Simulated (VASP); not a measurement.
Wanted: the native input for a VASP 6.6.1 run.

| Item | Value |
| --- | --- |
| Task | single point |
| Functional | PBE |
| Potentials or basis | VASP PAW PBE potentials, release 64 (Pb_d) |
| Cutoff | 520 eV |
| k mesh | 16 × 16 × 16 |
| Occupations | gaussian, width 0.15 eV |
| Spin | no spin polarisation |
| Dipole correction | no |
| Further INCAR settings | ALGO = Fast; EDIFF = 1e-06; NBANDS = 13 |

The structure of Pb lies in POSCAR:

```
Pb
1.0
    0.0000000000      2.4327530000      2.4698000000
    2.5068470000      0.0000000000      2.4698000000
    2.5068470000      2.4327530000      0.0000000000
Pb
1
Direct
    0.0000000000      0.0000000000      0.0000000000
```

This cell differs from its parent crystal: strain +0.0150 x Voigt [1, -1, 0, 0, 0, 0].

These files were run (other wordings do the same):

INCAR

```
SYSTEM = Pb
ALGO     = Fast           ! electronic algorithm
EDIFF    = 1E-6           ! SCF threshold, eV
ENCUT    = 520            ! plane-wave cutoff, eV
GGA      = PE             ! functional
ISIF     = 2              ! what is computed and relaxed
ISMEAR   = 0              ! smearing method
LASPH    = .True.         ! aspherical terms in the spheres
LCHARG   = .True.         ! write CHGCAR
LELF     = .True.         ! ELF
LREAL    = .False.        ! projectors in reciprocal space
LVHAR    = .True.       
LWAVE    = .False.        ! write WAVECAR
NBANDS   = 13             ! bands
NELM     = 60             ! most SCF steps
PREC     = Accurate       ! precision mode
SIGMA    = 0.15           ! smearing width, eV
```

KPOINTS

```
k-points
0
Gamma
  16 16 16
  0 0 0
```

Potentials or basis: VASP PAW PBE potentials, release 64 (Pb_d).

Command:

```sh
$ cat potpaw_PBE.64/Pb_d/POTCAR > POTCAR
$ mpirun -np 1 vasp_std > vasp.out
```

It gave:

```yaml
Pressure: 2.7 GPa
Band_gap_on_the_k_mesh: zero (band 7 reaches 14.80 eV, above the bottom of band 8 at 5.57 eV)
```

Caveat: the cell differs from its parent crystal (strain +0.0150 x Voigt [1, -1, 0, 0, 0, 0]); spin-orbit coupling is left out, which moves the levels of the heavy elements.

Run time: 2.3 min on 1 thread of Intel Xeon 6975P-C (shared host), peak memory 0.34 GiB.
